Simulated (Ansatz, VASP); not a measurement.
Two plane-wave programs on AuCF

```
CELL_PARAMETERS angstrom
3.10445 0.00000 0.00000
0.00000 3.10445 0.00000
0.00000 0.00000 4.26788
ATOMIC_POSITIONS crystal
C 0.50000 0.50000 0.00000
Au 0.00000 0.00000 0.00000
F 0.00000 0.00000 0.50000
```

Change from the starting cell: species swapped into the TiOF type (P4/mmm, No. 123).

Alike in both runs: task relaxation of cell and atoms; functional PBE; k mesh 14 × 14 × 12; occupations gaussian, width 0.1 eV; no spin polarisation.

```csv
,VASP,Ansatz
version,VASP 6.6.1,Ansatz 0.2.0
potentials or method,"VASP PAW PBE potentials, release 64 (C, Au, F), cutoff 600 eV","scalar-relativistic, plane waves, PAW"
valence electrons in the cell,22,30
```

Ansatz gave:

- gap on the k mesh at the Fermi level, each at its own relaxed structure (eV): none
- relaxed volume (Å³/atom): 13.94
- relaxed cell length with the largest relative difference (Å): 4.554

Q: Which values does VASP return?

A: gap on the k mesh at the Fermi level, each at its own relaxed structure (eV): none; relaxed volume (Å³/atom): 13.92; relaxed cell length with the largest relative difference (Å): 4.552.

A gap of «none» marks a metal or a gap that the smearing closes. VASP's potentials hold 22 valence electrons a cell and Ansatz's 30, so a difference there can come from the potentials and not from the codes.

Neither program's run includes spin-orbit coupling.
